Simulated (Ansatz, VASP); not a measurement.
AlNi in VASP and in Ansatz

INCAR

```
SYSTEM = AlNi
PREC = Accurate
ENCUT = 520
EDIFF = 1E-7
ISMEAR = 0
SIGMA = 0.15
LREAL = .False.
LASPH = .True.
NELM = 60
ALGO = Fast
ISIF = 2
LWAVE = .False.
LCHARG = .False.
GGA = PS
NBANDS = 14
```

Contents of KPOINTS:

```
Automatic mesh
0
Gamma
  16 16 16
  0 0 0
```

The input POSCAR:

```
AlNi
1.0
    1.7988676817     -1.7988198794      0.0000000000
    1.8730437374      1.8729979062      0.0000000000
    0.0000000000      0.0000000000      2.8688666979
Al Ni
1 1
Direct
    0.0000000000      0.0000000000      0.0000000000
    0.5000000000      0.5000000000      0.5000000000
```

Input for Ansatz:

```yaml
crystal:
  lattice:
    - [1.7988676817, -1.7988198794, 0.0]
    - [1.8730437374, 1.8729979062, 0.0]
    - [0.0, 0.0, 2.8688666979]
  atoms:
    - { symbol: Al, position: [0.0, 0.0, 0.0] }
    - { symbol: Ni, position: [0.5, 0.5, 0.5] }
basis:
  ecutwfc: 520.0
kpoints:
  mp_grid: { grid: [16, 16, 16] }
hamiltonian:
  xc: pbesol
  pseudopotentials: { kind: paw, azcp: { folder: soft_1 } }
scf:
  occupations: { method: gaussian, width: 0.15 }
output:
  forces: true
  stress: true
  eigenvalues: true
```

Change from the starting cell: normal strain along x -0.1100, normal strain along y -0.0733.

Alike in both runs: task single point; functional PBEsol; k mesh 16 × 16 × 16; occupations gaussian, width 0.15 eV; no spin polarisation.

|  | VASP | Ansatz |
| --- | --- | --- |
| version | VASP 6.6.1 | Ansatz 0.2.0 |
| potentials or method | VASP PAW PBE potentials, release 64 (Al, Ni), cutoff 520 eV | scalar-relativistic, plane waves, PAW |
| valence electrons in the cell | 13 | 21 |

VASP gave:

```
gap on the k mesh at the Fermi level (eV)                     : none
pressure (GPa)                                                : 51.8
traceless stress, the component that is largest in VASP (GPa) : -7.16
```

**Question.** What did Ansatz give for the same quantities?

**Answer.** gap on the k mesh at the Fermi level (eV): none; pressure (GPa): 51.3; traceless stress, the component that is largest in VASP (GPa): -7.01.

VASP's potentials were made for PBE, not for PBEsol, and Ansatz warns of the same on its side. A gap of «none» marks a metal or a gap that the smearing closes. Both programs put the cell under a high pressure, so it lies far from rest at this level. VASP's potentials hold 13 valence electrons a cell and Ansatz's 21, so a difference there can come from the potentials and not from the codes. Ansatz's warnings: near symmetry operations not taken.
